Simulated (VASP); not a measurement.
# SrO (R3m) in VASP: single point with HSE06

Aim: the single point of SrO with HSE06.

All numbers are computed with VASP 6.6.1; they aren't measurements. Logs are shortened: lines on timing, memory, paths and dates and some standing lists are left out, and cuts for length are marked.

### Step 1. The cell of the first run

Symmetry: R3m, No. 160, trigonal system. The conventional cell has a = 3.949 Å, b = 3.949 Å, c = 9.634 Å, α = 90.00°, β = 90.00°, γ = 120.00°. Sr (site symmetry 3m) has 4 O at 2.41 to 2.42 Å within 3.2 Å. O (site symmetry 3m) has 4 Sr at 2.41 to 2.42 Å within 3.2 Å.

### Step 2. Single point, HSE06 (strain along [111] -0.4%)

POSCAR reads:

```
SrO
1.0
   -0.0074460814      2.7848344294      2.7848344294
    2.7848344294     -0.0074460814      2.7848344294
    2.7848344294      2.7848344294     -0.0074460814
Sr O
1 1
Direct
   -0.0002431778     -0.0002431778     -0.0002431778
    0.2502431778      0.2502431778      0.2502431778
```

INCAR.step1 reads:

```
SYSTEM = SrO
PREC = Accurate
ENCUT = 520
EDIFF = 1E-5
ISMEAR = 0
SIGMA = 0.01
LREAL = .FALSE.
LASPH = .TRUE.
NELM = 100
ALGO = Normal
ISIF = 2
LWAVE = .TRUE.
LCHARG = .FALSE.
GGA = PE
NBANDS = 15
```

INCAR.step2 reads:

```
SYSTEM = SrO
PREC = Accurate
ENCUT = 520
EDIFF = 1E-7
ISMEAR = 0
SIGMA = 0.01
LREAL = .FALSE.
LASPH = .TRUE.
NELM = 100
ALGO = Normal
ISIF = 2
LWAVE = .FALSE.
LCHARG = .FALSE.
GGA = PE
LHFCALC = .TRUE.
HFSCREEN = 0.2079
PRECFOCK = Normal
ISTART = 1
NBANDS = 15
```

KPOINTS reads:

```
regular mesh
0
G
  6 6 6
  0 0 0
```

Potentials or basis: VASP PAW PBE potentials, release 64 (Sr_sv, O).

Run with:

```bash
$ cat potpaw_PBE.64/Sr_sv/POTCAR potpaw_PBE.64/O/POTCAR > POTCAR
$ cp INCAR.step1 INCAR
$ mpirun -np 1 vasp_std > vasp.out
$ cp INCAR.step2 INCAR
$ mpirun -np 1 vasp_std > vasp.out
```

OUTCAR:

```text
SYSTEM = SrO
   PREC = Accurate
   ENCUT = 520
   EDIFF = 1E-7
   ISMEAR = 0
   LREAL = .FALSE.
   LASPH = .TRUE.
   NELM = 100
   ISIF = 2
   GGA = PE
   LHFCALC = .TRUE.
   HFSCREEN = 0.2079
   PRECFOCK = Normal
   ISTART = 1

 ion  position               nearest neighbor table
   1  1.000  1.000  1.000-   2 2.41   2 2.42   2 2.42   2 2.42
   2  0.250  0.250  0.250-   1 2.41   1 2.42   1 2.42   1 2.42

  LATTYP: Found a trigonal (rhomboedric) cell.
 ALAT       =     3.9383576580
 COS(alpha) =     0.4973244255

  Lattice vectors:

 A1 = (  -0.0074460814,   2.7848344294,   2.7848344294)
 A2 = (   2.7848344294,  -0.0074460814,   2.7848344294)
 A3 = (   2.7848344294,   2.7848344294,  -0.0074460814)

Analysis of symmetry for initial positions (statically):
=====================================================================
 Subroutine PRICEL returns:
 Original cell was already a primitive cell.

 Routine SETGRP: Setting up the symmetry group for a
 trigonal (rhombohedral) supercell.

 Subroutine GETGRP returns: Found  6 space group operations
 (whereof  6 operations were pure point group operations)
 out of a pool of 12 trial point group operations.

The static configuration has the point symmetry C_3v.

Analysis of symmetry for dynamics (positions and initial velocities):
=====================================================================
 Subroutine PRICEL returns:
 Original cell was already a primitive cell.

 Routine SETGRP: Setting up the symmetry group for a
 trigonal (rhombohedral) supercell.

 Subroutine GETGRP returns: Found  6 space group operations
 (whereof  6 operations were pure point group operations)
 out of a pool of 12 trial point group operations.

The dynamic configuration has the point symmetry C_3v.

 Subroutine INISYM returns: Found  6 space group operations
 (whereof  6 operations are pure point group operations),
 and found     1 'primitive' translations

----------------------------------------------------------------------------------------

                                     Primitive cell

  volume of cell :      43.3677

  direct lattice vectors                    reciprocal lattice vectors
    -0.007446081  2.784834429  2.784834429    -0.178825392  0.179304816  0.179304816
     2.784834429 -0.007446081  2.784834429     0.179304816 -0.178825392  0.179304816
     2.784834429  2.784834429 -0.007446081     0.179304816  0.179304816 -0.178825392

  length of vectors
     3.938357658  3.938357658  3.938357658     0.310288503  0.310288503  0.310288503

  position of ions in fractional coordinates (direct lattice)
     0.999756822  0.999756822  0.999756822
     0.250243178  0.250243178  0.250243178

  ion indices of the primitive-cell ions
   primitive index   ion index
                 1           1
                 2           2

----------------------------------------------------------------------------------------

 KPOINTS: regular mesh

Automatic generation of k-mesh.
 Grid dimensions read from file:
 generate k-points for:    6    6    6

 Generating k-lattice:

  Cartesian coordinates                     Fractional coordinates (reciprocal lattice)
    -0.029804232  0.029884136  0.029884136     0.166666667 -0.000000000 -0.000000000
     0.029884136 -0.029804232  0.029884136    -0.000000000  0.166666667 -0.000000000
     0.029884136  0.029884136 -0.029804232    -0.000000000 -0.000000000  0.166666667

  Length of vectors
     0.051714750  0.051714750  0.051714750

  Shift w.r.t. Gamma in fractional coordinates (k-lattice)
     0.000000000  0.000000000  0.000000000

 Subroutine IBZKPT returns following result:
 ===========================================

 Found     32 irreducible k-points:

 Following reciprocal coordinates:
            Coordinates               Weight
  0.000000  0.000000  0.000000      1.000000
  0.166667  0.000000  0.000000      6.000000
  0.333333 -0.000000  0.000000      6.000000
  0.500000  0.000000 -0.000000      3.000000
  0.166667  0.166667  0.000000      6.000000
  0.333333  0.166667  0.000000     12.000000
[... 16 lines left out ...]
  0.500000  0.500000  0.166667      6.000000
 -0.333333  0.500000  0.166667     12.000000
 [... further k-points ...]
   k-points           NKPTS =     32   k-points in BZ     NKDIM =    216   number of bands    NBANDS=     15
   number of dos      NEDOS =    301   number of ions     NIONS =      2
   total plane-waves  NPLWV =  27000
   dimension x,y,z NGX =    30 NGY =   30 NGZ =   30
   dimension x,y,z NGXF=    60 NGYF=   60 NGZF=   60
   ions per type =               1   1
   NGX,Y,Z   is equivalent  to a cutoff of  12.66, 12.66, 12.66 a.u.
   NGXF,Y,Z  is equivalent  to a cutoff of  25.33, 25.33, 25.33 a.u.
 SYSTEM =  SrO
   PREC   = accura    normal or accurate (medium, high low for compatibility)
   ISTART =      1    job   : 0-new  1-cont  2-samecut
   ICHARG =      0    charge: 1-file 2-atom 10-const
   ISPIN  =      1    spin polarized calculation?
   LNONCOLLINEAR =      F non collinear calculations
   LSORBIT =      F    spin-orbit coupling
   LASPH  =      T    aspherical Exc in radial PAW
   ENCUT  =  520.0 eV  38.22 Ry    6.18 a.u.   7.32  7.32  7.32*2*pi/ulx,y,z
   NELM   =    100;   NELMIN=  2; NELMDL=  0     # of ELM steps
   EDIFF  = 0.1E-06   stopping-criterion for ELM
   LREAL  =      F    real-space projection
   EDIFFG = 0.1E-05   stopping-criterion for IOM
   NSW    =      0    number of steps for IOM
   IBRION =     -1    ionic relax: 0-MD 1-quasi-New 2-CG
   NFREE  =      0    steps in history (QN), initial steepest desc. (CG)
   ISIF   =      2    stress and relaxation
   ISYM   =      3    0-nonsym 1-usesym 2-fastsym
   POTIM  = 0.5000    time-step for ionic-motion
   TEBEG  =    0.0;   TEEND  =   0.0 temperature during run
   PSTRESS=    0.0 pullay stress
   NELECT =      16.0000    total number of electrons
   NUPDOWN=      -1.0000    fix difference up-down
   EMIN   =  10.00;   EMAX   =-10.00  energy-range for DOS
   EFERMI =   0.00;   METHOD = LEGACY
   ISMEAR =     0;   SIGMA  =   0.01  broadening in eV -4-tet -1-fermi 0-gaus
   EFERMI_NEDOS =   21; number of points for ismear=-14 and -15
   IALGO  =     38    algorithm
   IMIX   =      1    mixing-type and parameters
     AMIX     =   0.40;   BMIX     =  1.00
     AMIX_MAG =   1.60;   BMIX_MAG =  1.00
  volume/ion in A,a.u.               =      21.68       146.33
  Fermi-wavevector in a.u.,A,eV,Ry     =   1.174157  2.218834 18.757585  1.378644
  Thomas-Fermi vector in A             =   2.310558
   LORBIT       =      0    0 simple, 1 ext, 2 COOP (PROOUT), +10 PAW based schemes
   GGA     = PE    functional components
   LHFCALC =     T    Hartree Fock is set to
   PRECFOCK=normal    Normal, Fast or Accurate (Low or Medium for compatibility)
   ENCUT4O =  -1.0   cutoff for four orbital integrals eV
   NKREDX  =     1    reduce k-point grid by
   NKREDY  =     1    reduce k-point grid by
   NKREDZ  =     1    reduce k-point grid by
   AEXX    =    0.2500 exact exchange contribution
   HFSCREEN=    0.2079 screening length (either q_TF or 0.3 A-1)
   HFSCREENC=   0.2079 screening length for correlation (either q_TF or 0.3 A-1)
   ENCUTFOCK=  -1.0 apply spherical cutoff to Coloumb kernel
   IVDW    =     0    specifies the selected vdW correction
   LEPSILON=     F    determine dielectric tensor
   LRPA    =     F    only Hartree local field effects (RPA)
 non-spin polarized calculation
 Gauss-broadening in eV      SIGMA  =   0.01
  energy-cutoff  :      520.00
  volume of cell :       43.37
 maximum number of plane-waves:      1211
 NGX is ok and might be reduce to    30
  NGX = 24; NGY = 24; NGZ = 24

 number of electron      16.0000001 magnetization

 Free energy of the ion-electron system (eV)
  ---------------------------------------------------
  ext. energy  EPLUGINS =         0.00000000
  ---------------------------------------------------
  free energy    TOTEN  =       -13.83802538 eV

  energy without entropy =      -13.83802538  energy(sigma->0) =      -13.83802538

 E-fermi :  -0.6606     XC(G=0):  -7.1495

 val. band max:       -0.7161104932   @ k =  -0.3333   0.5000   0.1667
 cond. band min:       3.1538552181   @ k =   0.0000   0.0000   0.0000
 fundamental gap:      3.8699657113
 Fermi energy:        -0.6606390069

 k-point     1 :       0.0000    0.0000    0.0000
  band No.  band energies     occupation
      1     -34.8624      2.00000
      2     -16.9494      2.00000
      3     -15.4701      2.00000
      4     -15.4701      2.00000
      5     -15.4692      2.00000
      6      -1.6125      2.00000
      7      -1.6125      2.00000
      8      -1.6004      2.00000
      9       3.1539      0.00000
     10       9.0826      0.00000
     11       9.0826      0.00000
     12      10.4584      0.00000
     13      10.4584      0.00000
     14      10.4668      0.00000
     15      15.8695      0.00000

 k-point     2 :       0.1667    0.0000    0.0000
  band No.  band energies     occupation
      1     -34.8456      2.00000
      2     -17.3378      2.00000
      3     -15.4948      2.00000
      4     -15.4946      2.00000
      5     -15.1436      2.00000
      6      -1.7179      2.00000
      7      -1.5181      2.00000
      8      -1.5094      2.00000
      9       4.0036      0.00000
     10       8.5740      0.00000
     11       8.5927      0.00000
     12       9.8367      0.00000
     13      11.0812      0.00000
     14      11.0920      0.00000
     15      14.0544      0.00000
[... 365 lines left out ...]
      3     -15.7824      2.00000
      4     -15.6871      2.00000
      5     -14.2712      2.00000
      6      -1.9908      2.00000
      7      -0.8807      2.00000
      8      -0.8626      2.00000
      9       5.4090      0.00000
     10       6.6319      0.00000
     11       9.8107      0.00000
     12      10.9093      0.00000
     13      11.4090      0.00000
     14      11.9152      0.00000
     15      14.0435      0.00000

 k-point    24 :      -0.3333    0.5000    0.1667
  band No.  band energies     occupation
      1     -34.7719      2.00000
      2     -18.2437      2.00000
      3     -15.8283      2.00000
      4     -15.7319      2.00000
      5     -14.1771      2.00000
      6      -1.8095      2.00000
      7      -1.0708      2.00000
      8      -0.7161      2.00000
      9       5.2934      0.00000
     10       6.5183      0.00000
     11       9.7995      0.00000
     12      10.7589      0.00000
     13      11.9597      0.00000
     14      12.7641      0.00000
     15      13.5988      0.00000

 [... further k-points ...]

------------------------ aborting loop because EDIFF is reached ----------------------------------------

  FORCE on cell =-STRESS in cart. coord.  units (eV):
  Direction    XX          YY          ZZ          XY          YZ          ZX
  --------------------------------------------------------------------------------------
  -------------------------------------------------------------------------------------
  Total        0.1085923      0.1085923      0.1085923      0.0198360      0.0198360      0.0198360
  in kB        4.0118360      4.0118360      4.0118360      0.7328208      0.7328208      0.7328208
  external PRESSURE =       4.0118360 kB  Pullay stress =       0.0000000 kB

 VOLUME and BASIS-vectors are now :
 -----------------------------------------------------------------------------
  energy-cutoff  :      520.00
  volume of cell :       43.37
      direct lattice vectors                 reciprocal lattice vectors
    -0.007446081  2.784834429  2.784834429    -0.178825392  0.179304816  0.179304816
     2.784834429 -0.007446081  2.784834429     0.179304816 -0.178825392  0.179304816
     2.784834429  2.784834429 -0.007446081     0.179304816  0.179304816 -0.178825392

 POSITION                                       TOTAL-FORCE (eV/Angst)
 -----------------------------------------------------------------------------------
      5.56087      5.56087      5.56087         0.000661      0.000661      0.000661
      1.39191      1.39191      1.39191        -0.000661     -0.000661     -0.000661
 -----------------------------------------------------------------------------------
    total drift:                                0.000023      0.000022      0.000022

  FREE ENERGIE OF THE ION-ELECTRON SYSTEM (eV)
  ---------------------------------------------------
  free  energy   TOTEN  =       -13.8380253783 eV

  energy  without entropy=      -13.8380253783  energy(sigma->0) =      -13.83802538
```

It took 2.2 h on 1 thread of Intel Xeon Platinum 8259CL at 2.50GHz (Skylake/Cascade Lake), shared host; peak memory 0.3 GiB.

Results:

- Free energy: -13.8380 eV
- Pressure: 0.4 GPa
- Band gap on the k mesh: 3.87 eV (least direct gap 4.75 eV)

Stress tensor (GPa, compression positive):
```
0.40 0.07 0.07
0.07 0.40 0.07
0.07 0.07 0.40
```

Caveat: the cell differs from its parent crystal (strain along [111] -0.4%); the structure was generated, so it needn't be the stable form of SrO; the PAW data sets were made with another functional, which shifts forces and pressure a little.
